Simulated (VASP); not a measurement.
Wanted: the native input for a VASP 6.6.1 run.

```
Task                   : relaxation of cell and atoms
Functional             : PBE
Potentials or basis    : VASP PAW PBE potentials, release 64 (Na_pv, S)
Cutoff                 : 500 eV
k mesh                 : 8 × 8 × 8
Occupations            : fermi-dirac, width 0.02 eV
Spin                   : no spin polarisation
Dipole correction      : no
Further INCAR settings : ALGO = Normal; EDIFF = 1e-07; IBRION = 2; EDIFFG = -0.01; NSW = 80; ISIF = 3
```

The structure of Na2S lies in POSCAR:

```
Na2S
1.0
    0.0000000000      3.2735000000      3.2735000000
    3.2735000000      0.0000000000      3.2735000000
    3.2735000000      3.2735000000      0.0000000000
Na S
2 1
Direct
    0.2500000000      0.2500000000      0.2500000000
    0.7500000000      0.7500000000      0.7500000000
    0.0000000000      0.0000000000      0.0000000000
```

The input as run:

INCAR

```
PREC     = Accurate       # precision mode
ENCUT    = 500            # plane-wave cutoff, eV
EDIFF    = 1E-7           # SCF threshold, eV
ISMEAR   = -1             # smearing method
SIGMA    = 0.02           # smearing width, eV
LREAL    = False          # projectors in reciprocal space
LASPH    = True           # aspherical terms in the spheres
NELM     = 120            # most SCF steps
ALGO     = Normal         # electronic algorithm
ISIF     = 3              # what is computed and relaxed
LWAVE    = False          # write WAVECAR
LCHARG   = False          # write CHGCAR
GGA      = PE             # functional
IBRION   = 2              # ionic algorithm
NSW      = 80             # ionic steps
EDIFFG   = -0.01          # ionic threshold
GGA_COMPAT= False        
NELMIN   = 4
```

KPOINTS

```
regular mesh
0
Gamma
  8 8 8
```

Potentials or basis: VASP PAW PBE potentials, release 64 (Na_pv, S).

Command:

```bash
$ cat potpaw_PBE.64/Na_pv/POTCAR potpaw_PBE.64/S/POTCAR > POTCAR
$ mpirun -np 1 vasp_std > vasp.out
```

Results of the run:

- Relaxed volume: 23.60 Å³/atom
- Relaxed cell: a = 4.644 Å, b = 4.644 Å, c = 4.644 Å, α = 60.00°, β = 60.00°, γ = 60.00°
- Space group after relaxing (to 0.1 Å): Fm-3m (No. 225)
- Energy gained by relaxing: 0.2 meV/atom
- Ionic steps: 3
- Pressure after relaxing: 0.0 GPa
- Band gap on the k mesh: 2.45 eV

Wall time 110 s on 1 thread of AMD EPYC 9755 128-Core Processor, on a shared host, peak memory 0.17 GiB.
